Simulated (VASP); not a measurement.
# Sc2AlP3 (P4mm) in VASP: further runs

Sc2AlP3 is run at these levels: PBE; tasks: single point, relaxation of cell and atoms.

Program: VASP 6.6.1. These are calculated values, not measurements. Logs are shortened: lines on timing, memory, paths and dates and some standing lists are left out, and cuts for length are marked.

## Step 1: The cell of the first run

The structure is tetragonal, space group P4mm (No. 99). Conventional cell: a = 4.974 Å, b = 4.974 Å, c = 5.075 Å, α = 90.00°, β = 90.00°, γ = 90.00°. Within 3.0 Å of Sc (site symmetry 2mm) lie 2 P at 2.29 to 2.79 Å and 2 Al at 2.62 Å. Al (site symmetry 4mm) has 1 P at 2.05 Å and 4 Sc at 2.62 Å within 2.7 Å. Within 3.0 Å of P (site symmetry 2mm) lie 2 Sc at 2.29 to 2.79 Å and 2 P at 2.49 Å. Within 2.7 Å of P (site symmetry 4mm) lie 1 Al at 2.05 Å and 4 P at 2.49 Å.

The cell was generated, and may not be a known phase.

## Step 2: Single point, PBE

Input file INCAR:

```
  PREC = Accurate
  ENCUT = 520
  EDIFF = 1E-6
  ISMEAR = 0
  SIGMA = 0.1
  LREAL = False
  LASPH = True
  NELM = 60
  ALGO = Normal
  ISIF = 2
  LWAVE = False
  LCHARG = False
  GGA = PE
  NBANDS = 29
```

Input file KPOINTS:

```
regular mesh
0
Gamma
  4 4 4
```

Input file POSCAR:

```
Sc2AlP3
1.0
    4.9738803700      0.0000000000      0.0000000000
    0.0000000000      4.9738803700      0.0000000000
    0.0000000000      0.0000000000      5.0749458700
Sc Al P
2 1 3
Direct
    0.5000000000      0.0000000000      0.2690134800
    0.0000000000      0.5000000000      0.2690134800
    0.0000000000      0.0000000000      0.1067228400
    0.5000000000      0.0000000000      0.7197060700
    0.0000000000      0.5000000000      0.7197060700
    0.0000000000      0.0000000000      0.7037452200
```

Potentials or basis: VASP PAW PBE potentials, release 64 (Sc_sv, Al, P).

On the command line:

```sh
$ cat potpaw_PBE.64/Sc_sv/POTCAR potpaw_PBE.64/Al/POTCAR potpaw_PBE.64/P/POTCAR > POTCAR
$ mpirun -np 1 vasp_std > vasp.out
```

OUTCAR:

```text
PREC = Accurate
   ENCUT = 520
   EDIFF = 1E-6
   ISMEAR = 0
   LREAL = False
   LASPH = True
   NELM = 60
   ISIF = 2
   GGA = PE

 ion  position               nearest neighbor table
   1  0.500  0.000  0.269-   4 2.29   3 2.62   3 2.62   4 2.79
   2  0.000  0.500  0.269-   5 2.29   3 2.62   3 2.62   5 2.79
   3  0.000  0.000  0.107-   6 2.05   2 2.62   1 2.62   2 2.62   1 2.62   6 3.03
   4  0.500  0.000  0.720-   1 2.29   6 2.49   6 2.49   1 2.79
   5  0.000  0.500  0.720-   2 2.29   6 2.49   6 2.49   2 2.79
   6  0.000  0.000  0.704-   3 2.05   4 2.49   5 2.49   5 2.49   4 2.49   3 3.03

  LATTYP: Found a simple tetragonal cell.
 ALAT       =     4.9738803700
 C/A-ratio  =     1.0203192462

  Lattice vectors:

 A1 = (   4.9738803700,   0.0000000000,   0.0000000000)
 A2 = (   0.0000000000,   4.9738803700,   0.0000000000)
 A3 = (   0.0000000000,   0.0000000000,   5.0749458700)

Analysis of symmetry for initial positions (statically):
=====================================================================
 Subroutine PRICEL returns:
 Original cell was already a primitive cell.

 Routine SETGRP: Setting up the symmetry group for a
 simple tetragonal supercell.

 Subroutine GETGRP returns: Found  8 space group operations
 (whereof  8 operations were pure point group operations)
 out of a pool of 16 trial point group operations.

The static configuration has the point symmetry C_4v.

Analysis of symmetry for dynamics (positions and initial velocities):
=====================================================================
 Subroutine PRICEL returns:
 Original cell was already a primitive cell.

 Routine SETGRP: Setting up the symmetry group for a
 simple tetragonal supercell.

 Subroutine GETGRP returns: Found  8 space group operations
 (whereof  8 operations were pure point group operations)
 out of a pool of 16 trial point group operations.

The dynamic configuration has the point symmetry C_4v.

 Subroutine INISYM returns: Found  8 space group operations
 (whereof  8 operations are pure point group operations),
 and found     1 'primitive' translations

----------------------------------------------------------------------------------------

                                     Primitive cell

  volume of cell :     125.5516

  direct lattice vectors                    reciprocal lattice vectors
     4.973880370  0.000000000  0.000000000     0.201050272  0.000000000  0.000000000
     0.000000000  4.973880370  0.000000000     0.000000000  0.201050272  0.000000000
     0.000000000  0.000000000  5.074945870     0.000000000  0.000000000  0.197046437

  length of vectors
     4.973880370  4.973880370  5.074945870     0.201050272  0.201050272  0.197046437

  position of ions in fractional coordinates (direct lattice)
     0.500000000  0.000000000  0.269013480
     0.000000000  0.500000000  0.269013480
     0.000000000  0.000000000  0.106722840
     0.500000000  0.000000000  0.719706070
     0.000000000  0.500000000  0.719706070
     0.000000000  0.000000000  0.703745220

  ion indices of the primitive-cell ions
   primitive index   ion index
                 1           1
                 2           2
                 3           3
                 4           4
                 5           5
                 6           6

----------------------------------------------------------------------------------------

 KPOINTS: regular mesh

Automatic generation of k-mesh.
 Grid dimensions read from file:
 generate k-points for:    4    4    4

 Generating k-lattice:

  Cartesian coordinates                     Fractional coordinates (reciprocal lattice)
     0.050262568  0.000000000  0.000000000     0.250000000  0.000000000  0.000000000
     0.000000000  0.050262568  0.000000000     0.000000000  0.250000000  0.000000000
     0.000000000  0.000000000  0.049261609     0.000000000  0.000000000  0.250000000

  Length of vectors
     0.050262568  0.050262568  0.049261609

  Shift w.r.t. Gamma in fractional coordinates (k-lattice)
     0.000000000  0.000000000  0.000000000

 Subroutine IBZKPT returns following result:
 ===========================================

 Found     18 irreducible k-points:

 Following reciprocal coordinates:
            Coordinates               Weight
  0.000000  0.000000  0.000000      1.000000
  0.250000  0.000000  0.000000      4.000000
  0.500000  0.000000  0.000000      2.000000
  0.250000  0.250000  0.000000      4.000000
  0.500000  0.250000  0.000000      4.000000
  0.500000  0.500000  0.000000      1.000000
[... 10 lines left out ...]
  0.500000  0.250000  0.500000      4.000000
  0.500000  0.500000  0.500000      1.000000
   k-points           NKPTS =     18   k-points in BZ     NKDIM =     18   number of bands    NBANDS=     29
   number of dos      NEDOS =    301   number of ions     NIONS =      6
   total plane-waves  NPLWV =  64000
   dimension x,y,z NGX =    40 NGY =   40 NGZ =   40
   dimension x,y,z NGXF=    80 NGYF=   80 NGZF=   80
   ions per type =               2   1   3
   NGX,Y,Z   is equivalent  to a cutoff of  13.37, 13.37, 13.10 a.u.
   NGXF,Y,Z  is equivalent  to a cutoff of  26.74, 26.74, 26.21 a.u.
 SYSTEM =  unknown system
   PREC   = accura    normal or accurate (medium, high low for compatibility)
   ISTART =      0    job   : 0-new  1-cont  2-samecut
   ICHARG =      2    charge: 1-file 2-atom 10-const
   ISPIN  =      1    spin polarized calculation?
   LNONCOLLINEAR =      F non collinear calculations
   LSORBIT =      F    spin-orbit coupling
   LASPH  =      T    aspherical Exc in radial PAW
   ENCUT  =  520.0 eV  38.22 Ry    6.18 a.u.   9.25  9.25  9.44*2*pi/ulx,y,z
   NELM   =     60;   NELMIN=  2; NELMDL= -5     # of ELM steps
   EDIFF  = 0.1E-05   stopping-criterion for ELM
   LREAL  =      F    real-space projection
   EDIFFG = 0.1E-04   stopping-criterion for IOM
   NSW    =      0    number of steps for IOM
   IBRION =     -1    ionic relax: 0-MD 1-quasi-New 2-CG
   NFREE  =      0    steps in history (QN), initial steepest desc. (CG)
   ISIF   =      2    stress and relaxation
   ISYM   =      2    0-nonsym 1-usesym 2-fastsym
   POTIM  = 0.5000    time-step for ionic-motion
   TEBEG  =    0.0;   TEEND  =   0.0 temperature during run
   PSTRESS=    0.0 pullay stress
   NELECT =      40.0000    total number of electrons
   NUPDOWN=      -1.0000    fix difference up-down
   EMIN   =  10.00;   EMAX   =-10.00  energy-range for DOS
   EFERMI =   0.00;   METHOD = LEGACY
   ISMEAR =     0;   SIGMA  =   0.10  broadening in eV -4-tet -1-fermi 0-gaus
   EFERMI_NEDOS =   21; number of points for ismear=-14 and -15
   IALGO  =     38    algorithm
   IMIX   =      4    mixing-type and parameters
     AMIX     =   0.40;   BMIX     =  1.00
     AMIX_MAG =   1.60;   BMIX_MAG =  1.00
  volume/ion in A,a.u.               =      20.93       141.21
  Fermi-wavevector in a.u.,A,eV,Ry     =   1.118118  2.112936 17.009825  1.250187
  Thomas-Fermi vector in A             =   2.254746
   LORBIT       =      0    0 simple, 1 ext, 2 COOP (PROOUT), +10 PAW based schemes
   GGA     = PE    functional components
   LHFCALC =     F    Hartree Fock is set to
   AEXX    =    0.0000 exact exchange contribution
   IVDW    =     0    specifies the selected vdW correction
   LEPSILON=     F    determine dielectric tensor
   LRPA    =     F    only Hartree local field effects (RPA)
 non-spin polarized calculation
 Gauss-broadening in eV      SIGMA  =   0.10
  energy-cutoff  :      520.00
  volume of cell :      125.55
 maximum number of plane-waves:      3414
 NGX is ok and might be reduce to    40
   NGX = 19   NGY = 19   NGZ = 19

 number of electron      39.9999997 magnetization

 Free energy of the ion-electron system (eV)
  ---------------------------------------------------
  ext. energy  EPLUGINS =         0.00000000
  ---------------------------------------------------
  free energy    TOTEN  =       -28.83309693 eV

  energy without entropy =      -28.79256051  energy(sigma->0) =      -28.81282872

 E-fermi :   4.9711     XC(G=0):  -9.6347

 val. band max:        4.9665505023   @ k =   0.0000   0.0000   0.5000
 cond. band min:       4.9719975783   @ k =   0.5000   0.2500   0.0000
 fundamental gap:      0.0054470760
 Fermi energy:         4.9711064469

 k-point     1 :       0.0000    0.0000    0.0000
  band No.  band energies     occupation
      1     -44.2486      2.00000
      2     -44.2320      2.00000
      3     -23.0951      2.00000
      4     -23.0951      2.00000
      5     -22.9027      2.00000
      6     -22.9027      2.00000
[... 21 lines left out ...]
     28       7.8011      0.00000
     29       7.8251      0.00000

 k-point     2 :       0.2500    0.0000    0.0000
  band No.  band energies     occupation
      1     -44.2462      2.00000
      2     -44.2344      2.00000
      3     -23.0895      2.00000
      4     -23.0887      2.00000
      5     -22.9117      2.00000
      6     -22.9093      2.00000
[... 21 lines left out ...]
     28       7.5987      0.00000
     29       7.8345      0.00000

 k-point     3 :       0.5000    0.0000    0.0000
  band No.  band energies     occupation
      1     -44.2403      2.00000
      2     -44.2402      2.00000
      3     -23.0834      2.00000
      4     -23.0817      2.00000
      5     -22.9212      2.00000
      6     -22.9165      2.00000
[... 21 lines left out ...]
     28       6.9947      0.00000
     29       7.2822      0.00000

 k-point     4 :       0.2500    0.2500    0.0000
  band No.  band energies     occupation
      1     -44.2444      2.00000
      2     -44.2361      2.00000
      3     -23.1139      2.00000
      4     -23.0581      2.00000
      5     -22.9490      2.00000
      6     -22.8811      2.00000
[... 405 lines left out ...]
     28       8.6454      0.00000
     29       8.8536      0.00000

 k-point    17 :       0.5000    0.2500    0.5000
  band No.  band energies     occupation
      1     -44.2401      2.00000
      2     -44.2401      2.00000
      3     -23.1218      2.00000
      4     -23.0433      2.00000
      5     -22.9673      2.00000
      6     -22.8714      2.00000
[... 21 lines left out ...]
     28       7.8894      0.00000
     29       8.7513      0.00000

 k-point    18 :       0.5000    0.5000    0.5000
  band No.  band energies     occupation
      1     -44.2400      2.00000
      2     -44.2400      2.00000
      3     -23.1382      2.00000
      4     -23.0273      2.00000
      5     -22.9880      2.00000
      6     -22.8622      2.00000
[... 21 lines left out ...]
     28       7.7482      0.00000
     29       8.3898      0.00000

------------------------ aborting loop because EDIFF is reached ----------------------------------------

  FORCE on cell =-STRESS in cart. coord.  units (eV):
  Direction    XX          YY          ZZ          XY          YZ          ZX
  --------------------------------------------------------------------------------------
  -------------------------------------------------------------------------------------
  Total        5.4459658      5.4459658     17.9478667      0.0000000     -0.0000000      0.0000000
  in kB       69.4965762     69.4965762    229.0347249      0.0000000     -0.0000000      0.0000000
  external PRESSURE =     122.6759591 kB  Pullay stress =       0.0000000 kB

 VOLUME and BASIS-vectors are now :
 -----------------------------------------------------------------------------
  energy-cutoff  :      520.00
  volume of cell :      125.55
      direct lattice vectors                 reciprocal lattice vectors
     4.973880370  0.000000000  0.000000000     0.201050272  0.000000000  0.000000000
     0.000000000  4.973880370  0.000000000     0.000000000  0.201050272  0.000000000
     0.000000000  0.000000000  5.074945870     0.000000000  0.000000000  0.197046437

 POSITION                                       TOTAL-FORCE (eV/Angst)
 -----------------------------------------------------------------------------------
      2.48694      0.00000      1.36523        -0.000000      0.000000     -1.473388
      0.00000      2.48694      1.36523        -0.000000      0.000000     -1.473388
      0.00000      0.00000      0.54161         0.000000      0.000000      2.966664
      2.48694      0.00000      3.65247        -0.000000     -0.000000      3.023870
      0.00000      2.48694      3.65247        -0.000000      0.000000      3.023870
      0.00000      0.00000      3.57147        -0.000000      0.000000     -6.067628
 -----------------------------------------------------------------------------------
    total drift:                               -0.000000     -0.000000     -0.000415

  FREE ENERGIE OF THE ION-ELECTRON SYSTEM (eV)
  ---------------------------------------------------
  free  energy   TOTEN  =       -28.8330969315 eV

  energy  without entropy=      -28.7925605094  energy(sigma->0) =      -28.81282872
```

Run time: 89 s. Hardware: 1 thread of Intel Xeon Platinum 8375C at 2.90GHz (Ice Lake), shared host; peak memory 0.26 GiB.

What came out:

```yaml
Free_energy: -28.8331 eV
Pressure: 12.3 GPa
Largest_force: 6.068 eV/Å
Band_gap_on_the_k_mesh: zero (bands 20 and 21 overlap by 0.64 eV)
```

Forces on the atoms (eV/Å):
```
Sc   0.000  0.000 -1.473
Sc   0.000  0.000 -1.473
Al   0.000  0.000  2.967
P    0.000  0.000  3.024
P    0.000  0.000  3.024
P    0.000  0.000 -6.068
```

Levels at points of the mesh, in eV from the Fermi level:
```tsv
k point	band 16	band 17	band 18	band 19	band 20	band 21	band 22	band 23	band 24	band 25
(0.00, 0.00, 0.00)	-0.70	-0.44	-0.37	-0.37	-0.29	-0.29	-0.04	0.08	2.20	2.20
(0.50, 0.00, 0.00)	-1.96	-1.62	-0.46	-0.40	-0.22	-0.07	0.13	1.09	1.15	1.54
(0.50, 0.50, 0.00)	-2.10	-1.40	-1.40	-0.82	0.16	0.16	0.34	1.08	1.15	1.65
(0.00, 0.00, 0.50)	-2.55	-0.91	-0.76	-0.76	0.00	0.00	0.13	0.60	2.33	2.33
(0.50, 0.00, 0.50)	-1.87	-1.80	-0.84	-0.66	-0.52	0.18	0.59	0.78	0.82	1.85
(0.50, 0.50, 0.50)	-1.24	-0.91	-0.91	-0.52	-0.03	-0.03	0.36	0.46	1.65	1.65
```

Caveat: the stress differs along the axes, from 7 to 23 GPa; forces of over 1 eV/Å act on the atoms, so gaps and moduli don't describe the material at rest.

## Step 3: Single point, PBE

This run uses another cell than the first one, of 22.37 Å³/atom.

Input file INCAR:

```
PREC = Accurate
ENCUT = 520
EDIFF = 1E-7
ISMEAR = 0
SIGMA = 0.1
LREAL = False
LASPH = True
NELM = 60
ALGO = Normal
ISIF = 2
LWAVE = False
LCHARG = True
GGA = PE
LELF = True
LVHAR = True
NBANDS = 29
```

KPOINTS is that of step 2.

Input file POSCAR:

```
Sc2AlP3
1.0
    5.0825271443      0.0000000000      0.0000000000
    0.0000000000      5.0825271443      0.0000000000
    0.0000000000      0.0000000000      5.1947933410
Sc Al P
2 1 3
Direct
    0.5000000000      0.0000000000      0.3616950416
    0.0000000000      0.5000000000      0.3616950416
    0.0000000000      0.0000000000     -0.0801532356
    0.5000000000      0.0000000000      0.8680321289
    0.0000000000      0.5000000000      0.8680321289
    0.0000000000      0.0000000000      0.4086060545
```

Potentials or basis: VASP PAW PBE potentials, release 64 (Sc_sv, Al, P).

On the command line:

```sh
$ cat potpaw_PBE.64/Sc_sv/POTCAR potpaw_PBE.64/Al/POTCAR potpaw_PBE.64/P/POTCAR > POTCAR
$ mpirun -np 1 vasp_std > vasp.out
```

It took 86 s on 1 thread of Intel Xeon Platinum 8375C at 2.90GHz (Ice Lake), shared host; peak memory 0.26 GiB.

The run converged. Its results:

```yaml
Free_energy: -34.5646 eV
Pressure: 0.1 GPa
Largest_force: 0.007 eV/Å
Band_gap_on_the_k_mesh: zero (bands 20 and 21 overlap by 0.76 eV)
```

Forces on the atoms (eV/Å):
```
Sc   0.000  0.000 -0.001
Sc   0.000  0.000 -0.001
Al   0.000  0.000  0.003
P    0.000  0.000 -0.004
P    0.000  0.000 -0.004
P    0.000  0.000  0.007
```

Stress tensor (GPa, compression positive):
```
0.06 0.00 0.00
0.00 0.06 0.00
0.00 0.00 0.21
```

Levels at points of the mesh, in eV from the Fermi level:
```tsv
k point	band 16	band 17	band 18	band 19	band 20	band 21	band 22	band 23	band 24	band 25
(0.00, 0.00, 0.00)	-1.02	-1.02	-0.65	-0.42	-0.25	0.05	0.22	0.22	0.40	0.40
(0.50, 0.00, 0.00)	-1.84	-1.27	-1.24	-1.18	-0.43	0.59	0.79	1.08	1.41	1.44
(0.50, 0.50, 0.00)	-3.06	-1.63	-1.63	-0.15	0.43	1.03	1.03	1.41	1.92	2.13
(0.00, 0.00, 0.50)	-2.45	-2.20	-2.20	-0.54	-0.32	-0.32	-0.15	1.66	2.15	2.15
(0.50, 0.00, 0.50)	-2.50	-2.15	-1.47	-1.43	-0.36	0.16	0.54	1.53	1.86	2.25
(0.50, 0.50, 0.50)	-2.21	-2.21	-0.62	-0.61	0.33	0.59	1.08	1.08	2.07	2.39
```

## Step 4: Relaxation of cell and atoms, PBE

Input file INCAR:

```
SYSTEM = Sc2AlP3
PREC = Accurate
ENCUT = 600
EDIFF = 1E-6
ISMEAR = 0
SIGMA = 0.1
LREAL = .FALSE.
LASPH = .TRUE.
NELM = 100
ALGO = Normal
ISIF = 3
LWAVE = .FALSE.
LCHARG = .FALSE.
GGA = PE
IBRION = 2
NSW = 90
EDIFFG = -0.04
```

Input file KPOINTS:

```
regular mesh
0
G
  4 4 4
  0 0 0
```

Input file POSCAR:

```
Sc2AlP3
1.0
    4.9738803700      0.0000000000      0.0000000000
    0.0000000000      4.9738803700      0.0000000000
    0.0000000000      0.0000000000      5.0749458700
Sc Al P
2 1 3
Direct
    0.5000000000      0.0000000000      0.2690134800
    0.0000000000      0.5000000000      0.2690134800
    0.0000000000      0.0000000000      0.1067228400
    0.5000000000      0.0000000000      0.7197060700
    0.0000000000      0.5000000000      0.7197060700
    0.0000000000      0.0000000000      0.7037452200
```

On the command line:

```sh
$ cat potpaw_PBE.64/Sc_sv/POTCAR potpaw_PBE.64/Al/POTCAR potpaw_PBE.64/P/POTCAR > POTCAR
$ mpirun -np 1 vasp_std > vasp.out
```

It took 29 min on 1 thread of Intel Xeon Platinum 8375C at 2.90GHz (Ice Lake), shared host; peak memory 0.3 GiB.

The run converged. Its results:

```
Free energy                           : -34.5641 eV
Relaxed volume                        : 22.34 Å³/atom
Relaxed cell                          : a = 5.080 Å, b = 5.080 Å, c = 5.194 Å, α = 90.00°, β = 90.00°, γ = 90.00°
Space group after relaxing (to 0.1 Å) : P4mm (No. 99)
Pressure after relaxing               : 0.1 GPa
Largest force after relaxing          : 0.026 eV/Å
Band gap on the k mesh                : zero (bands 20 and 21 overlap by 0.75 eV)
```

Forces on the atoms (eV/Å):
```
Sc   0.000  0.000 -0.013
Sc   0.000  0.000 -0.013
Al   0.000  0.000 -0.009
P    0.000  0.000  0.026
P    0.000  0.000  0.026
P    0.000  0.000 -0.016
```

Stress tensor (GPa, compression positive):
```
0.04 0.00 0.00
0.00 0.04 0.00
0.00 0.00 0.22
```

Final structure:
```yaml
crystal:
  lattice:
    - [5.07965, 0.00000, 0.00000]
    - [0.00000, 5.07965, 0.00000]
    - [0.00000, 0.00000, 5.19370]
  atoms:
    - { symbol: Sc, position: [0.50000, 0.00000, 0.35965] }
    - { symbol: Sc, position: [0.00000, 0.50000, 0.35965] }
    - { symbol: Al, position: [0.00000, 0.00000, 0.92435] }
    - { symbol: P, position: [0.50000, 0.00000, 0.86602] }
    - { symbol: P, position: [0.00000, 0.50000, 0.86602] }
    - { symbol: P, position: [0.00000, 0.00000, 0.41222] }
```

Levels at points of the mesh, in eV from the Fermi level:
| k point | band 18 | band 19 | band 20 | band 21 | band 22 | band 23 |
| --- | --- | --- | --- | --- | --- | --- |
| (0.00, 0.00, 0.00) | -0.66 | -0.44 | -0.24 | 0.08 | 0.22 | 0.22 |
| (0.50, 0.00, 0.00) | -1.24 | -1.19 | -0.44 | 0.59 | 0.80 | 1.08 |
| (0.50, 0.50, 0.00) | -1.65 | -0.15 | 0.43 | 1.04 | 1.04 | 1.41 |
| (0.00, 0.00, 0.50) | -2.21 | -0.54 | -0.32 | -0.32 | -0.15 | 1.68 |
| (0.50, 0.00, 0.50) | -1.48 | -1.43 | -0.35 | 0.16 | 0.54 | 1.54 |
| (0.50, 0.50, 0.50) | -0.62 | -0.60 | 0.33 | 0.59 | 1.08 | 1.08 |

(Continued in part 2 of 2.)

The gap in the log of VASP goes by the Fermi energy; the results here count the filled bands.